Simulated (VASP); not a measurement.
# H10CO5 in VASP: notebook

Runs on H10CO5. Level: PBE+D3(BJ). Tasks: single point, molecular dynamics.

Everything below comes from runs of VASP 6.6.1. Logs are shortened: lines on timing, memory, paths and dates and some standing lists are left out, and cuts for length are marked.

### 1 The cell of the first run

The cell holds an amorphous packing of atoms, 16 atoms: a = 5.839 Å, b = 5.839 Å, c = 5.839 Å, α = 90.00°, β = 90.00°, γ = 90.00°.

### 2 Single point, PBE+D3(BJ)

Contents of INCAR:

```
SYSTEM = H10CO5
PREC = Accurate ; ENCUT = 520
EDIFF = 1E-6 ; ISMEAR = -1
SIGMA = 0.02 ; LREAL = .False.
LASPH = .True. ; NELM = 120
ALGO = Normal ; ISIF = 2
LWAVE = .False. ; LCHARG = .True.
GGA = PE ; IVDW = 12
LELF = .True. ; LVHAR = .True.
NELECT = 53.0 ; NBANDS = 36
GGA_COMPAT = .False.
```

Contents of KPOINTS:

```
regular mesh
0
Gamma
  1 1 1
  0 0 0
```

Contents of POSCAR:

```
H10CO5
1.0
    5.8392500000      0.0000000000      0.0000000000
    0.0000000000      5.8392500000      0.0000000000
    0.0000000000      0.0000000000      5.8392500000
O H C
5 10 1
Direct
    0.2549299996      0.6872629190      0.9750909791
    0.4883332620      0.4411525453      0.6400308259
    0.1691998116      0.4410326669      0.3330050948
    0.8316650255      0.7248704885      0.5651581967
    0.6929314552      0.0704542535     -0.0908164576
    0.1262319647      0.7951534872      0.8749411311
    0.3276448174      0.6051462088      0.8433446076
    0.3796377959      0.4036819797      0.4980605386
    0.5664768592      0.3027101083      0.7107419617
    0.1764096416      0.5301879522      0.1849038832
    0.0450229053      0.5302050777      0.4069871987
    0.7791411568      0.8805582909      0.6536455880
    0.6981376033      0.6110716273      0.5745429636
    0.7159652353     -0.2633728647      0.0523183628
    0.5510125444     -0.0225371409      0.2203536413
    0.6479941773     -0.0824249690      0.0680053089
```

Potentials or basis: VASP PAW PBE potentials, release 64 (O, H, C).

On the command line:

```bash
$ cat potpaw_PBE.64/O/POTCAR potpaw_PBE.64/H/POTCAR potpaw_PBE.64/C/POTCAR > POTCAR
$ mpirun -np 1 vasp_gam > vasp.out
```

OUTCAR:

```text
SYSTEM = H10CO5
   PREC = Accurate
   ENCUT = 520
   EDIFF = 1E-6
   ISMEAR = -1
   LREAL = .False.
   LASPH = .True.
   NELM = 120
   ISIF = 2
   GGA = PE
   IVDW = 12
   NELECT = 53.0
 IVDW          = 12

 ion  position               nearest neighbor table
   1  0.255  0.687  0.975-   7 1.00   6 1.14
   2  0.488  0.441  0.640-   9 1.02   8 1.07
   3  0.169  0.441  0.333-  11 0.99  10 1.01
   4  0.832  0.725  0.565-  13 1.03  12 1.09
   5  0.693  0.070  0.909-  16 1.31
   6  0.126  0.795  0.875-   1 1.14
   7  0.328  0.605  0.843-   1 1.00
   8  0.380  0.404  0.498-   2 1.07
   9  0.566  0.303  0.711-   2 1.02
  10  0.176  0.530  0.185-   3 1.01
  11  0.045  0.530  0.407-   3 0.99
  12  0.779  0.881  0.654-   4 1.09
  13  0.698  0.611  0.575-   4 1.03
  14  0.716  0.737  0.052-  16 1.13
  15  0.551  0.977  0.220-  16 1.11
  16  0.648  0.918  0.068-  15 1.11  14 1.13   5 1.31

  LATTYP: Found a simple cubic cell.
 ALAT       =     5.8392500000

  Lattice vectors:

 A1 = (   5.8392500000,   0.0000000000,   0.0000000000)
 A2 = (   0.0000000000,   5.8392500000,   0.0000000000)
 A3 = (   0.0000000000,   0.0000000000,   5.8392500000)

Analysis of symmetry for initial positions (statically):
=====================================================================
 Subroutine PRICEL returns:
 Original cell was already a primitive cell.

 Routine SETGRP: Setting up the symmetry group for a
 simple cubic supercell.

 Subroutine GETGRP returns: Found  1 space group operations
 (whereof  1 operations were pure point group operations)
 out of a pool of 48 trial point group operations.

The static configuration has the point symmetry C_1 .

Analysis of symmetry for dynamics (positions and initial velocities):
=====================================================================
 Subroutine PRICEL returns:
 Original cell was already a primitive cell.

 Routine SETGRP: Setting up the symmetry group for a
 simple cubic supercell.

 Subroutine GETGRP returns: Found  1 space group operations
 (whereof  1 operations were pure point group operations)
 out of a pool of 48 trial point group operations.

The dynamic configuration has the point symmetry C_1 .

 Subroutine INISYM returns: Found  1 space group operations
[... 94 lines left out ...]
   ICHARG =      2    charge: 1-file 2-atom 10-const
   ISPIN  =      1    spin polarized calculation?
   LNONCOLLINEAR =      F non collinear calculations
   LSORBIT =      F    spin-orbit coupling
   LASPH  =      T    aspherical Exc in radial PAW
   ENCUT  =  520.0 eV  38.22 Ry    6.18 a.u.  10.86 10.86 10.86*2*pi/ulx,y,z
   NELM   =    120;   NELMIN=  2; NELMDL= -5     # of ELM steps
   EDIFF  = 0.1E-05   stopping-criterion for ELM
   LREAL  =      F    real-space projection
[... 7 lines left out ...]
   TEBEG  =    0.0;   TEEND  =   0.0 temperature during run
   PSTRESS=    0.0 pullay stress
   NELECT =      53.0000    total number of electrons
   NUPDOWN=      -1.0000    fix difference up-down
   EMIN   =  10.00;   EMAX   =-10.00  energy-range for DOS
   EFERMI =   0.00;   METHOD = LEGACY
   ISMEAR =    -1;   SIGMA  =   0.02  broadening in eV -4-tet -1-fermi 0-gaus
   EFERMI_NEDOS =   21; number of points for ismear=-14 and -15
   IALGO  =     38    algorithm
   IMIX   =      4    mixing-type and parameters
     AMIX     =   0.40;   BMIX     =  1.00
     AMIX_MAG =   1.60;   BMIX_MAG =  1.00
  volume/ion in A,a.u.               =      12.44        83.97
  Fermi-wavevector in a.u.,A,eV,Ry     =   1.053116  1.990101 15.089598  1.109054
  Thomas-Fermi vector in A             =   2.188226
   LORBIT       =      0    0 simple, 1 ext, 2 COOP (PROOUT), +10 PAW based schemes
   GGA     = PE    functional components
   LHFCALC =     F    Hartree Fock is set to
   AEXX    =    0.0000 exact exchange contribution
   IVDW    =    12    specifies the selected vdW correction
   LEPSILON=     F    determine dielectric tensor
   LRPA    =     F    only Hartree local field effects (RPA)
 non-spin polarized calculation
  energy-cutoff  :      520.00
  volume of cell :      199.10
 maximum number of plane-waves:      2689
 NGX is ok and might be reduce to    42
   NGX = 21   NGY = 21   NGZ = 21

 number of electron      53.0000005 magnetization

 Free energy of the ion-electron system (eV)
  ---------------------------------------------------
  ext. energy  EPLUGINS =         0.00000000
  ---------------------------------------------------
  free energy    TOTEN  =       -64.69697520 eV

  energy without entropy =      -64.66892914  energy(sigma->0) =      -64.68295217

 E-fermi :   2.6167     XC(G=0):  -8.3759

 val. band max:        2.6166204097   @ k =   0.0000   0.0000   0.0000
 cond. band min:       3.0853554600   @ k =   0.0000   0.0000   0.0000
 fundamental gap:      0.4687350504
 Fermi energy:         2.6167015595

 k-point     1 :       0.0000    0.0000    0.0000
  band No.  band energies     occupation
      1     -24.2800      2.00000
      2     -23.5164      2.00000
      3     -22.5475      2.00000
      4     -22.4673      2.00000
      5     -20.9906      2.00000
      6     -12.2434      2.00000
[... 28 lines left out ...]
     35       5.8211      0.00000
     36       6.0488      0.00000

------------------------ aborting loop because EDIFF is reached ----------------------------------------

 Edisp (eV)   -0.49429

 E8    (eV) :    -0.1044

  FORCE on cell =-STRESS in cart. coord.  units (eV):
  Direction    XX          YY          ZZ          XY          YZ          ZX
  --------------------------------------------------------------------------------------
  -------------------------------------------------------------------------------------
  Total      41.45455    35.81943    40.16222     0.33163    -4.35972    -2.94682
  in kB     333.58892   288.24248   323.18939     2.66866   -35.08310   -23.71337
  external pressure =      315.01 kB  Pullay stress =        0.00 kB

 VOLUME and BASIS-vectors are now :
 -----------------------------------------------------------------------------
  energy-cutoff  :      520.00
  volume of cell :      199.10
      direct lattice vectors                 reciprocal lattice vectors
     5.839250000  0.000000000  0.000000000     0.171254870  0.000000000  0.000000000
     0.000000000  5.839250000  0.000000000     0.000000000  0.171254870  0.000000000
     0.000000000  0.000000000  5.839250000     0.000000000  0.000000000  0.171254870

 POSITION                                       TOTAL-FORCE (eV/Angst)
 -----------------------------------------------------------------------------------
      1.48860      4.01310      5.69380        -1.000670     -1.436427     -0.507436
      2.85150      2.57600      3.73730        -0.714807     -0.313683      0.872552
      0.98800      2.57530      1.94450        -0.071754     -0.649702     -0.153249
      4.85630      4.23270      3.30010        -0.700808      0.303734      1.056829
      4.04620      0.41140      5.30895         0.780140      2.433065     -4.764066
      0.73710      4.64310      5.10900         0.164850      1.397265      0.478489
[... 8 lines left out ...]
      3.21750      5.70765      1.28670        -0.176364     -0.698526     -0.271671
      3.78380      5.35795      0.39710         0.499585     -1.250442      3.551177
 -----------------------------------------------------------------------------------
    total drift:                               -0.000339      0.000663     -0.000142

  FREE ENERGIE OF THE ION-ELECTRON SYSTEM (eV)
  ---------------------------------------------------
  free  energy   TOTEN  =       -65.1912624143 eV

  energy  without entropy=      -65.1632163527  energy(sigma->0) =      -65.17723938
```

Wall time 19 s (1 thread of Intel Xeon Platinum 8375C at 2.90GHz (Ice Lake), shared host); peak memory 0.33 GiB.

Results:

```yaml
Free_energy: -65.1913 eV
Largest_force: 5.406 eV/Å
Dispersion_energy_per_atom: -0.031 eV
```

Forces on the atoms (eV/Å):
```
O   -1.001 -1.436 -0.507
O   -0.715 -0.314  0.873
O   -0.072 -0.650 -0.153
O   -0.701  0.304  1.057
O    0.780  2.433 -4.764
H    0.165  1.397  0.478
H    0.049  0.129  0.292
H    1.244 -0.031  0.123
H   -0.060 -0.753 -0.526
H    0.854 -0.184 -0.571
H   -1.151 -0.073  0.567
H    0.121 -0.132 -0.819
H    0.494  0.784 -0.051
H   -0.330  0.474  0.722
H   -0.176 -0.699 -0.272
C    0.500 -1.250  3.551
```

Levels at points of the mesh, in eV from the Fermi level:
```
           k point  band 24  band 25  band 26  band 27  band 28  band 29  band 30  band 31
(0.00, 0.00, 0.00)    -1.47    -0.84    -0.14     0.00     0.47     0.81     1.15     1.52
```

Caveat: the k points lie up to 1.08 Å⁻¹ apart; the cell carries a net charge on a neutralising background, which shifts energy and pressure; the cell is charged against a uniform background, so pressure and absolute levels hang on convention; an odd number of electrons without spin polarisation forces a metal; a magnetic or distorted state may lie lower.

### 3 Single point, PBE+D3(BJ)

Contents of INCAR:

```
SYSTEM = H10CO5
PREC = Accurate
ENCUT = 520
EDIFF = 1E-6
ISMEAR = -1
SIGMA = 0.02
LREAL = .False.
LASPH = .True.
NELM = 120
ALGO = Normal
ISIF = 2
LWAVE = .False.
LCHARG = .True.
GGA = PE
IVDW = 12
LELF = .True.
LVHAR = .True.
NELECT = 53.0
NBANDS = 36
GGA_COMPAT = .False.
```

Contents of KPOINTS:

```
Automatic mesh
0
Gamma
  1 1 1
  0 0 0
```

Contents of POSCAR:

```
H10CO5
1.0
    5.8392500000      0.0000000000      0.0000000000
    0.0000000000      5.8392500000      0.0000000000
    0.0000000000      0.0000000000      5.8392500000
O H C
5 10 1
Direct
    0.2514706512      0.6855332449      0.9768549043
    0.4890011560      0.4363060325      0.6435929272
    0.1718885131      0.4389776084      0.3293916171
    0.8294729631      0.7274906880      0.5672303806
    0.6968703172      0.0812261849     -0.1028385495
    0.0940874256      0.8830586120      0.8865864623
    0.3295971229      0.6208160295      0.8450742818
    0.4248833326      0.4020721839      0.4826647258
    0.5742175793      0.2582180931      0.6839405746
    0.1881234748      0.5196215267      0.1698677056
    0.0161322088      0.5165903155      0.3951534872
    0.7686946098      0.8955773430      0.6312283256
    0.6993535129      0.6221689429      0.5585306332
    0.7189108190     -0.2657019309      0.0772873229
    0.5214539538     -0.0431219763      0.2090508199
    0.6483024361     -0.0918439868      0.0857473134
```

Potentials or basis: VASP PAW PBE potentials, release 64 (O, H, C).

On the command line:

```bash
$ cat potpaw_PBE.64/O/POTCAR potpaw_PBE.64/H/POTCAR potpaw_PBE.64/C/POTCAR > POTCAR
$ mpirun -np 1 vasp_gam > vasp.out
```

Run time: 20 s. Hardware: 1 thread of Intel Xeon Platinum 8375C at 2.90GHz (Ice Lake), shared host; peak memory 0.33 GiB.

It converged, with:

| Item | Value |
| --- | --- |
| Free energy | -67.8126 eV |
| Largest force | 3.868 eV/Å |
| Dispersion energy per atom | -0.033 eV |

Forces on the atoms (eV/Å):
```
O   -0.104 -3.651  1.275
O    0.112 -0.947  0.640
O   -0.423  0.028 -0.154
O    0.611  1.518  0.843
O   -0.162 -1.059 -0.349
H   -0.827  2.975  0.102
H    0.078 -0.030 -0.245
H    0.463  0.237 -0.155
H   -0.333  0.107 -0.480
H    0.531  0.217 -0.172
H   -0.102 -0.969 -0.808
H    0.073 -0.547 -0.338
H   -0.783 -0.095  0.179
H   -0.158 -0.076 -0.007
H   -0.496 -0.314  0.021
C    1.520  2.606 -0.351
```

Levels at points of the mesh, in eV from the Fermi level:
| k point | band 25 | band 26 | band 27 | band 28 | band 29 | band 30 |
| --- | --- | --- | --- | --- | --- | --- |
| (0.00, 0.00, 0.00) | -1.03 | -0.16 | 0.00 | 0.98 | 1.13 | 1.53 |

Caveat: the k points lie up to 1.08 Å⁻¹ apart; the cell carries a net charge on a neutralising background, which shifts energy and pressure; the cell is charged against a uniform background, so pressure and absolute levels hang on convention; an odd number of electrons without spin polarisation forces a metal; a magnetic or distorted state may lie lower.

(Part 1 of 2 ends here.)
